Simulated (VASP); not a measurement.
# AlP (F-43m) in VASP: settings compared

The runs below take AlP through single point, with PBE, r2SCAN.

Program: VASP 6.6.1. These are calculated values, not measurements. Logs are shortened: lines on timing, memory, paths and dates and some standing lists are left out, and cuts for length are marked.

## 1. The cell of the first run

Symmetry: F-43m, No. 216, cubic system. The conventional cell has a = 5.643 Å, b = 5.643 Å, c = 5.643 Å, α = 90.00°, β = 90.00°, γ = 90.00°. Al (site symmetry -43m) has 4 P at 2.44 Å within 3.2 Å. P (site symmetry -43m) has 4 Al at 2.44 Å within 3.2 Å.

## 2. Single point, PBE (strain +3.0%)

INCAR reads:

```
SYSTEM = AlP
PREC = Accurate ; ENCUT = 500
EDIFF = 1E-6 ; ISMEAR = -1
SIGMA = 0.02 ; LREAL = .False.
LASPH = .True. ; NELM = 120
ALGO = Normal ; ISIF = 2
LWAVE = .False. ; LCHARG = .True.
GGA = PE ; LELF = .True.
LVHAR = .True. ; NBANDS = 11
GGA_COMPAT = .False.
```

KPOINTS reads:

```
Automatic mesh
0
Gamma
  8 8 8
  0 0 0
```

POSCAR reads:

```
AlP
1.0
    0.0000000000      2.8214349228      2.8214349228
    2.8214349228      0.0000000000      2.8214349228
    2.8214349228      2.8214349228      0.0000000000
Al P
1 1
Direct
    0.0000000000      0.0000000000      0.0000000000
    0.2500000000      0.2500000000      0.2500000000
```

Potentials or basis: VASP PAW PBE potentials, release 64 (Al, P).

Run with:

```bash
> cat potpaw_PBE.64/Al/POTCAR potpaw_PBE.64/P/POTCAR > POTCAR
> mpirun -np 1 vasp_std > vasp.out
```

OUTCAR:

```text
SYSTEM = AlP
   PREC = Accurate
   ENCUT = 500
   EDIFF = 1E-6
   ISMEAR = -1
   LREAL = .False.
   LASPH = .True.
   NELM = 120
   ISIF = 2
   GGA = PE

 ion  position               nearest neighbor table
   1  0.000  0.000  0.000-   2 2.44   2 2.44   2 2.44   2 2.44
   2  0.250  0.250  0.250-   1 2.44   1 2.44   1 2.44   1 2.44

  LATTYP: Found a face centered cubic cell.
 ALAT       =     5.6428698456

  Lattice vectors:

 A1 = (   0.0000000000,   2.8214349228,   2.8214349228)
 A2 = (   2.8214349228,   0.0000000000,   2.8214349228)
 A3 = (   2.8214349228,   2.8214349228,   0.0000000000)

Analysis of symmetry for initial positions (statically):
=====================================================================
 Subroutine PRICEL returns:
 Original cell was already a primitive cell.

 Routine SETGRP: Setting up the symmetry group for a
 face centered cubic supercell.

 Subroutine GETGRP returns: Found 24 space group operations
 (whereof 24 operations were pure point group operations)
 out of a pool of 48 trial point group operations.

The static configuration has the point symmetry T_d .

Analysis of symmetry for dynamics (positions and initial velocities):
=====================================================================
 Subroutine PRICEL returns:
 Original cell was already a primitive cell.

 Routine SETGRP: Setting up the symmetry group for a
 face centered cubic supercell.

 Subroutine GETGRP returns: Found 24 space group operations
 (whereof 24 operations were pure point group operations)
 out of a pool of 48 trial point group operations.

The dynamic configuration has the point symmetry T_d .

 Subroutine INISYM returns: Found 24 space group operations
 (whereof 24 operations are pure point group operations),
 and found     1 'primitive' translations

----------------------------------------------------------------------------------------

                                     Primitive cell

  volume of cell :      44.9200

  direct lattice vectors                    reciprocal lattice vectors
     0.000000000  2.821434923  2.821434923    -0.177214791  0.177214791  0.177214791
     2.821434923  0.000000000  2.821434923     0.177214791 -0.177214791  0.177214791
     2.821434923  2.821434923  0.000000000     0.177214791  0.177214791 -0.177214791

  length of vectors
     3.990111533  3.990111533  3.990111533     0.306945022  0.306945022  0.306945022

  position of ions in fractional coordinates (direct lattice)
     0.000000000  0.000000000  0.000000000
[... 80 lines left out ...]
   EDIFFG = 0.1E-04   stopping-criterion for IOM
   NSW    =      0    number of steps for IOM
   IBRION =     -1    ionic relax: 0-MD 1-quasi-New 2-CG
   NFREE  =      0    steps in history (QN), initial steepest desc. (CG)
   ISIF   =      2    stress and relaxation
   ISYM   =      2    0-nonsym 1-usesym 2-fastsym
   POTIM  = 0.5000    time-step for ionic-motion
   TEBEG  =    0.0;   TEEND  =   0.0 temperature during run
   PSTRESS=    0.0 pullay stress
   NELECT =       8.0000    total number of electrons
   NUPDOWN=      -1.0000    fix difference up-down
   EMIN   =  10.00;   EMAX   =-10.00  energy-range for DOS
   EFERMI =   0.00;   METHOD = LEGACY
   ISMEAR =    -1;   SIGMA  =   0.02  broadening in eV -4-tet -1-fermi 0-gaus
   EFERMI_NEDOS =   21; number of points for ismear=-14 and -15
   IALGO  =     38    algorithm
   IMIX   =      4    mixing-type and parameters
     AMIX     =   0.40;   BMIX     =  1.00
     AMIX_MAG =   1.60;   BMIX_MAG =  1.00
  volume/ion in A,a.u.               =      22.46       151.57
  Fermi-wavevector in a.u.,A,eV,Ry     =   0.921067  1.740565 11.542711  0.848365
  Thomas-Fermi vector in A             =   2.046443
   LORBIT       =      0    0 simple, 1 ext, 2 COOP (PROOUT), +10 PAW based schemes
   GGA     = PE    functional components
   LHFCALC =     F    Hartree Fock is set to
   AEXX    =    0.0000 exact exchange contribution
   IVDW    =     0    specifies the selected vdW correction
   LEPSILON=     F    determine dielectric tensor
   LRPA    =     F    only Hartree local field effects (RPA)
 non-spin polarized calculation
  energy-cutoff  :      500.00
  volume of cell :       44.92
 maximum number of plane-waves:      1158
 NGX is ok and might be reduce to    30
   NGX = 15   NGY = 15   NGZ = 15

 number of electron       8.0000001 magnetization

 Free energy of the ion-electron system (eV)
  ---------------------------------------------------
  ext. energy  EPLUGINS =         0.00000000
  ---------------------------------------------------
  free energy    TOTEN  =       -10.32142181 eV

  energy without entropy =      -10.32142181  energy(sigma->0) =      -10.32142181

 E-fermi :   4.1579     XC(G=0):  -8.8297

 val. band max:        3.7161404170   @ k =   0.0000   0.0000   0.0000
 cond. band min:       5.4738999886   @ k =   0.5000   0.5000   0.0000
 fundamental gap:      1.7577595717
 Fermi energy:         4.1578586070

 k-point     1 :       0.0000    0.0000    0.0000
  band No.  band energies     occupation
      1      -7.2512      2.00000
      2       3.7161      2.00000
      3       3.7161      2.00000
      4       3.7161      2.00000
      5       6.1946      0.00000
      6       8.1354      0.00000
      7       8.1354      0.00000
      8       8.1354      0.00000
      9      12.4329      0.00000
     10      12.4329      0.00000
     11      13.3459      0.00000
[... 309 lines left out ...]
 k-point    24 :      -0.3750    0.2500    0.1250
  band No.  band energies     occupation
      1      -5.5360      2.00000
      2      -1.1068      2.00000
      3       1.3448      2.00000
      4       2.3821      2.00000
      5       7.4972      0.00000
      6       8.1223      0.00000
      7      10.2585      0.00000
      8      11.0982      0.00000
      9      12.2683      0.00000
     10      14.7390      0.00000
     11      15.7861      0.00000

 [... further k-points ...]
[... 5 lines left out ...]
  --------------------------------------------------------------------------------------
  -------------------------------------------------------------------------------------
  Total       -1.4672339     -1.4672339     -1.4672339      0.0000000      0.0000000      0.0000000
  in kB      -52.3322992    -52.3322992    -52.3322992      0.0000000      0.0000000      0.0000000
  external PRESSURE =     -52.3322992 kB  Pullay stress =       0.0000000 kB

 VOLUME and BASIS-vectors are now :
 -----------------------------------------------------------------------------
  energy-cutoff  :      500.00
  volume of cell :       44.92
      direct lattice vectors                 reciprocal lattice vectors
     0.000000000  2.821434923  2.821434923    -0.177214791  0.177214791  0.177214791
     2.821434923  0.000000000  2.821434923     0.177214791 -0.177214791  0.177214791
     2.821434923  2.821434923  0.000000000     0.177214791  0.177214791 -0.177214791

 POSITION                                       TOTAL-FORCE (eV/Angst)
 -----------------------------------------------------------------------------------
      0.00000      0.00000      0.00000        -0.000000      0.000000     -0.000000
      1.41072      1.41072      1.41072         0.000000     -0.000000      0.000000
 -----------------------------------------------------------------------------------
    total drift:                               -0.000000     -0.000000     -0.000000

  FREE ENERGIE OF THE ION-ELECTRON SYSTEM (eV)
  ---------------------------------------------------
  free  energy   TOTEN  =       -10.3214218081 eV

  energy  without entropy=      -10.3214218081  energy(sigma->0) =      -10.32142181
```

stdout:

```text
POSCAR found type information on POSCAR AlP
 POSCAR found :  2 types and       2 ions
 scaLAPACK will be used
 LDA part: xc-table for (Slater+PW92), standard interpolation
 POSCAR, INCAR and KPOINTS ok, starting setup
 FFT: planning ... GRIDC
 FFT: planning ... GRID_SOFT
 FFT: planning ... GRID
 WAVECAR not read
 entering main loop
```

Run time: 8.6 s. Hardware: 1 thread of AMD EPYC 9R45 (Zen 5), shared host; peak memory 0.13 GiB.

Results:

* Free energy: -10.3214 eV
* Pressure: -5.2 GPa
* Band gap on the k mesh: 1.76 eV, indirect (least direct gap 2.48 eV)

Levels at points of the mesh, in eV from the valence-band top:
```tsv
k point	band 1	band 2	band 3	band 4	band 5	band 6	band 7	band 8
(0.00, 0.00, 0.00)	-10.97	0.00	0.00	0.00	2.48	4.42	4.42	4.42
(0.50, 0.00, 0.00)	-9.52	-5.11	-0.71	-0.71	2.45	4.78	4.78	7.98
(0.50, 0.50, 0.00)	-8.95	-4.99	-1.91	-1.91	1.76	2.48	10.23	10.23
```

Caveat: the cell differs from its parent crystal (strain +3.0%).

(Continued in part 2 of 2.)
